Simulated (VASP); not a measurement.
Wanted: the native input for a VASP 6.6.1 run.

| Quantity | Value |
| --- | --- |
| Task | single point |
| Functional | PBE |
| Potentials or basis | VASP PAW PBE potentials, release 64 (Ga_d, As) |
| Cutoff | 500 eV |
| k mesh | 10 × 10 × 10 |
| Occupations | gaussian, width 0.03 eV |
| Spin | no spin polarisation |
| Dipole correction | no |
| Further INCAR settings | ALGO = Normal; EDIFF = 1e-06; NBANDS = 16 |

The structure of GaAs lies in POSCAR:

```
GaAs
1.0
    0.0000000000      3.0163268808      3.0163268808
    3.0163268808      0.0000000000      3.0163268808
    3.0163268808      3.0163268808      0.0000000000
Ga As
1 1
Direct
    0.0000000000      0.0000000000      0.0000000000
    0.7500000000      0.7500000000      0.7500000000
```

This cell differs from its parent crystal: strain +0.050 along x and y, +0.050 along z.

The input as run:

INCAR

```
SYSTEM = GaAs
  ALGO = Normal
  EDIFF = 1E-6
  ENCUT = 500
  GGA = PE
  GGA_COMPAT = .FALSE.
  ISIF = 2
  ISMEAR = 0
  LASPH = .TRUE.
  LCHARG = .TRUE.
  LELF = .TRUE.
  LREAL = .FALSE.
  LVHAR = .TRUE.
  LWAVE = .FALSE.
  NBANDS = 16
  NELM = 120
  PREC = Accurate
  SIGMA = 0.03
```

KPOINTS

```
k-points
0
G
  10 10 10
  0 0 0
```

Potentials or basis: VASP PAW PBE potentials, release 64 (Ga_d, As).

Launch:

```sh
$ cat potpaw_PBE.64/Ga_d/POTCAR potpaw_PBE.64/As/POTCAR > POTCAR
$ mpirun -np 1 vasp_std > vasp.out
```

Results of the run:

* Pressure: -6.2 GPa
* Band gap on the k mesh: zero (filled and empty bands touch)

Caveat: the cell differs from its parent crystal (strain +0.050 along x and y, +0.050 along z).

Run time: 28 s on 1 thread of Intel Xeon 6975P-C, with other jobs on the host, peak memory 0.2 GiB.
